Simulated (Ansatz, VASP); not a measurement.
**BaTiO3: VASP beside Ansatz**

Contents of INCAR:

```
  PREC = Accurate
  ENCUT = 910
  EDIFF = 1E-6
  ISMEAR = -1
  SIGMA = 0.05
  LREAL = False
  LASPH = True
  NELM = 200
  ALGO = Normal
  ISIF = 2
  LWAVE = False
  LCHARG = True
  LMAXMIX = 4
  LDAU = True
  LDAUTYPE = 2
  LDAUL = -1 2 -1
  LDAUU = 0 6 0
  LDAUJ = 0 0 0
  LDAUPRINT = 1
  GGA = PS
  LELF = True
  LVHAR = True
  NBANDS = 28
  GGA_COMPAT = False
```

File KPOINTS:

```
regular mesh
0
Gamma
  7 7 7
```

POSCAR

```
BaTiO3
1.0
    3.9855000000      0.0000000000      0.0000000000
    0.0000000000      2.8369000000      2.8451500000
    0.0000000000     -2.8369000000      2.8451500000
Ba Ti O
1 1 3
Direct
    0.0000000000      0.0000000000      0.0000000000
    0.5000000000      0.5124000000      0.5124000000
    0.5000000000      0.9918400000      0.5052400000
    0.5000000000      0.5052400000      0.9918400000
    0.0000000000      0.4874000000      0.4874000000
```

input.yaml

```yaml
crystal:
  lattice:
    - [3.9855, 0.0, 0.0]
    - [0.0, 2.8369, 2.84515]
    - [0.0, -2.8369, 2.84515]
  atoms:
    - { symbol: Ba, position: [0.0, 0.0, 0.0] }
    - { symbol: Ti, position: [0.5, 0.5124, 0.5124] }
    - { symbol: O, position: [0.5, 0.99184, 0.50524] }
    - { symbol: O, position: [0.5, 0.50524, 0.99184] }
    - { symbol: O, position: [0.0, 0.4874, 0.4874] }
hamiltonian:
  xc: pbesol
  pseudopotentials: { kind: paw }
  hubbard: { sites: [{ species: Ti, l: d, u_eff: 6.0 }] }
kpoints:
  mp_grid: { grid: [7, 7, 7] }
scf:
  occupations: { method: fermi_dirac, width: 0.05 }
  n_extra_bands: 12
output:
  forces: true
  stress: true
  eigenvalues: true
  dos: { projected: true, de: 0.05, nscf_kmesh: { grid: [11, 11, 11] } }
  write_density: true
  write_potential: true
  elf: true
  volumetric_format: npy
```

Alike in both runs: functional PBEsol; k mesh 7 × 7 × 7; occupations fermi-dirac, width 0.05 eV; no spin polarisation; Hubbard terms Ti d U = 6.0 eV.

```csv
,VASP,Ansatz
version,VASP 6.6.1,Ansatz 0.2.0
potentials or method,"VASP PAW PBE potentials, release 64 (Ba_sv, Ti_sv, O_h)",Ansatz PAW
plane-wave cutoff (eV),910,420
valence electrons in the cell,40,40
task,single point,projected density of states
```

Ansatz gave:

| Item | Value |
| --- | --- |
| gap on the k mesh at the Fermi level (eV) | 2.66 |
| least direct gap on the mesh (eV) | 2.82 |
| rms of the force components (eV/Å) | 0.107 |

**Question.** What did VASP give for the same quantities?

**Answer.** gap on the k mesh at the Fermi level (eV): 2.60; least direct gap on the mesh (eV): 2.78; rms of the force components (eV/Å): 0.249.

VASP's potentials were made for PBE, not for PBEsol. The programs project onto different local orbitals, so the same U acts differently, and such runs can settle in different states. Atom by atom the forces differ by 0.188 eV/Å (rms over components).

Spin-orbit coupling is off throughout. Noted on VASP's run: the cutoff is under 1.25 times that of the potentials, so the pressure is a little rough. Noted on Ansatz's run: odd divisions of the mesh miss points on the zone boundary, where band edges often lie, so the gap on the mesh can be too wide.
